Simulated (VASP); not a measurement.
Runs of VASP 6.6.1 on Al3Cu. The structure is that of space group P4/mmm (No. 123), or close to it. The cells are those of the table. 

```csv
cell,further INCAR settings,gap on the mesh (eV),pressure (GPa),largest force (eV/Å)
"a = 2.818, b = 2.818, c = 7.399 Å, 4 atoms",ALGO = Fast; EDIFF = 1e-06; NBANDS = 18,none,(a),0.03
"a = 2.858, b = 2.858, c = 7.192 Å, 4 atoms",ALGO = Fast; EDIFF = 1e-06; NBANDS = 18,none,0.2,0.01
"a = 2.693, b = 2.693, c = 8.102 Å, 4 atoms",ALGO = Fast; EDIFF = 1e-07; NBANDS = 18,none,(b),0.12
"a = 2.735, b = 2.735, c = 7.854 Å, 4 atoms",ALGO = Fast; EDIFF = 1e-07; NBANDS = 18,none,0.6,0.12
"a = 2.934, b = 2.934, c = 6.822 Å, 4 atoms",ALGO = Fast; EDIFF = 1e-07; NBANDS = 18,none,0.9,0.04
```

Alike in all rows: task single point; level PBEsol; potentials or basis VASP PAW PBE potentials, release 64 (Al, Cu); no spin polarisation; k mesh 18 × 18 × 8; cutoff (eV) 520; smearing gaussian 0.15 eV.

**Question.** Estimate the missing entries.

**Answer.** (a) 0.3; (b) 1.3.

Caveats: the PAW data sets were made with another functional, which shifts forces and pressure a little; the stress differs along the axes, from -2 to 5 GPa (at least some runs); the stress differs along the axes, from -7 to 6 GPa (at least some runs); the stress differs along the axes, from -5 to 3 GPa (at least some runs); the stress differs along the axes, from -2 to 6 GPa (at least some runs).

A gap of «none» marks levels without a gap at the run's occupations.
